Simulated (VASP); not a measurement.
Set up this calculation in VASP 6.6.1, as the native input.

```
Task                   : single point
Functional             : PBE
Dispersion             : D3(BJ)
Potentials or basis    : VASP PAW PBE potentials, release 64 (C, H)
Cutoff                 : 520 eV
k mesh                 : 2 × 2 × 1
Occupations            : gaussian, width 0.02 eV
Spin                   : no spin polarisation
Dipole correction      : no
Further INCAR settings : LREAL = Auto; ALGO = Normal; EDIFF = 1e-06; NBANDS = 57
```

The structure of H4C19 lies in POSCAR:

```
H4C19
1.0
    7.3980000000      0.0000000000      0.0000000000
   -3.6990000000      6.4068560000      0.0000000000
    0.0000000000      0.0000000000     13.0000000000
C H
19 4
Direct
   -0.0028629469     -0.0001000491      0.0559256154
    0.2218859424      0.1122858076      0.0560476923
   -0.0004850291      0.3346209123      0.0561638462
    0.2194810796      0.4445853005      0.0560066923
   -0.0015084651      0.6655670113      0.0559110769
    0.2204947344      0.7765623264      0.0560483077
    0.3328640851      0.0012934581      0.0560630769
    0.5528461646      0.1112995204      0.0560746923
    0.3318728606      0.3322512633      0.0558806154
    0.5538322967      0.4432490757      0.0555612308
    0.3304934087      0.6665988747      0.0559156923
    0.5552285337      0.7789628798      0.0555888462
    0.6651814001     -0.0011108413      0.0559521538
    0.8871558555      0.1098861907      0.0560811538
    0.6637848004      0.3332178841      0.0558876923
    0.8885284472      0.4455981218      0.0560330000
    0.6662215295      0.6679561707      0.0552063846
    0.8861107124      0.7778991755      0.0555118462
    0.6744417718      0.6609881664      0.3206480000
    0.8225871866      0.7920483932      0.2938878462
    0.5455220258      0.6808545408      0.2931055385
    0.6567852889      0.5150050196      0.2901182308
    0.6728610830      0.6561211927      0.4048426154
```

One way to write it, as run:

INCAR

```
PREC = Accurate
ENCUT = 520
EDIFF = 1E-6
ISMEAR = 0
SIGMA = 0.02
LREAL = Auto
LASPH = True
NELM = 60
ALGO = Normal
ISIF = 2
LWAVE = False
LCHARG = False
GGA = PE
IVDW = 12
NBANDS = 57
```

KPOINTS

```
regular mesh
0
Gamma
  2 2 1
```

Potentials or basis: VASP PAW PBE potentials, release 64 (C, H).

The run is started by

```console
$ cat potpaw_PBE.64/C/POTCAR potpaw_PBE.64/H/POTCAR > POTCAR
$ mpirun -np 1 vasp_std > vasp.out
```

Results of the run:

- Largest force: 0.038 eV/Å
- Band gap on the k mesh: 0.22 eV, direct
- Dispersion energy per atom: -0.077 eV

Caveat: the k points lie up to 0.49 Å⁻¹ apart.

Wall time 3.6 min on 1 thread of AMD EPYC 9R45 96-Core Processor (Zen 5) (shared host), peak memory 0.59 GiB.
